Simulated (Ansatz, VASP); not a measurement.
## Two plane-wave programs on H2CCl2

Contents of INCAR:

```
SYSTEM = H2CCl2
PREC = Accurate
ENCUT = 520
EDIFF = 1E-7
ISMEAR = 0
SIGMA = 0.005
LREAL = .False.
LASPH = .True.
NELM = 80
ALGO = Normal
ISIF = 2
LWAVE = .False.
LCHARG = .False.
GGA = PE
IVDW = 12
IBRION = 2
NSW = 100
EDIFFG = -0.01
ISYM = 0
```

Contents of KPOINTS:

```
Automatic mesh
0
Gamma
  1 1 1
  0 0 0
```

File POSCAR:

```
H2CCl2
1.0
   14.0000000000      0.0000000000      0.0000000000
    0.0000000000     14.5000000000      0.0000000000
    0.0000000000      0.0000000000     15.0000000000
Cl C H
2 1 2
Direct
    0.3962747331      0.5597001855      0.4944497760
    0.6037252669      0.5567428027      0.4941357799
    0.4970044157      0.4886050918      0.4964897425
    0.4972952345      0.4482493090      0.5592365442
    0.4965577429      0.4402998145      0.4407634558
```

Input for Ansatz:

```yaml
crystal:
  lattice:
    - [14.0, 0.0, 0.0]
    - [0.0, 14.5, 0.0]
    - [0.0, 0.0, 15.0]
  atoms:
    - { symbol: Cl, position: [0.3962747331, 0.5597001855, 0.494449776] }
    - { symbol: C, position: [0.4970044157, 0.4886050918, 0.4964897425] }
    - { symbol: Cl, position: [0.6037252669, 0.5567428027, 0.4941357799] }
    - { symbol: H, position: [0.4972952345, 0.448249309, 0.5592365442] }
    - { symbol: H, position: [0.4965577429, 0.4402998145, 0.4407634558] }
  symmetry: { detect: false }
basis:
  ecutwfc: 420
kpoints:
  mp_grid: { grid: [1, 1, 1] }
hamiltonian:
  xc: pbe
  dispersion: d3bj
scf:
  occupations: { method: gaussian, width: 0.005 }
output:
  forces: true
  eigenvalues: true
relax:
  adjacent_minimum: "off"
  f_tol: 0.01
  max_steps: 120
```

Alike in both runs: task relaxation of the atoms; functional PBE; dispersion D3(BJ); k mesh 1 × 1 × 1; occupations gaussian, width 0.005 eV; no spin polarisation.

|  | VASP | Ansatz |
| --- | --- | --- |
| version | VASP 6.6.1 | Ansatz 0.2.0 |
| potentials or method | VASP PAW PBE potentials, release 64 (Cl, C, H), cutoff 520 eV | scalar-relativistic, plane waves, PAW |
| valence electrons in the cell | 20 | 20 |

Ansatz gave:

| Property | Result |
| --- | --- |
| gap on the k mesh at the Fermi level, each at its own relaxed structure (eV) | 5.76 |

Question: What did VASP give for the same quantities?

Answer: gap on the k mesh at the Fermi level, each at its own relaxed structure (eV): 5.84.
